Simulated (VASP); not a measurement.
Wanted: the native input for a VASP 6.6.1 run.

```
Task                   : single point
Functional             : PBE
Potentials or basis    : VASP PAW PBE potentials, release 64 (Zr_sv, S)
Cutoff                 : 520 eV
k mesh                 : 4 × 4 × 4
Occupations            : gaussian, width 0.1 eV
Spin                   : no spin polarisation
Dipole correction      : no
Further INCAR settings : ALGO = Normal; EDIFF = 1e-06; NBANDS = 26
```

The structure of ZrS4 lies in POSCAR:

```
ZrS4
1.0
    4.9604588500      0.0000000000      0.0000000000
    0.0000000000      4.9604588500      0.0000000000
    0.0000000000      0.0000000000      4.9604588500
Zr S
1 4
Direct
    0.5000000000      0.5000000000      0.5000000000
    0.0000000000      0.5000000000      0.5000000000
    0.5000000000      0.0000000000      0.5000000000
    0.5000000000      0.5000000000      0.0000000000
    0.0000000000      0.0000000000      0.0000000000
```

The cell was built from a structure type or drawn by symmetry, and may not be a known phase.

One way to write it, as run:

INCAR

```
SYSTEM = ZrS4
PREC = Accurate
ENCUT = 520
EDIFF = 1E-6
ISMEAR = 0
SIGMA = 0.1
LREAL = .False.
LASPH = .True.
NELM = 80
ALGO = Normal
ISIF = 2
LWAVE = .False.
LCHARG = .False.
GGA = PE
NBANDS = 26
```

KPOINTS

```
regular mesh
0
Gamma
  4 4 4
  0 0 0
```

Potentials or basis: VASP PAW PBE potentials, release 64 (Zr_sv, S).

Launch:

```console
$ cat potpaw_PBE.64/Zr_sv/POTCAR potpaw_PBE.64/S/POTCAR > POTCAR
$ mpirun -np 1 vasp_std > vasp.out
```

It gave:

The pressure is 0.0 GPa and the band gap on the k mesh is zero (bands 18 and 19 overlap by 0.82 eV).

Run time: 18 s on 1 thread of Intel(R) Xeon(R) 6975P-C (Granite Rapids), on a shared host, peak memory 0.24 GiB.
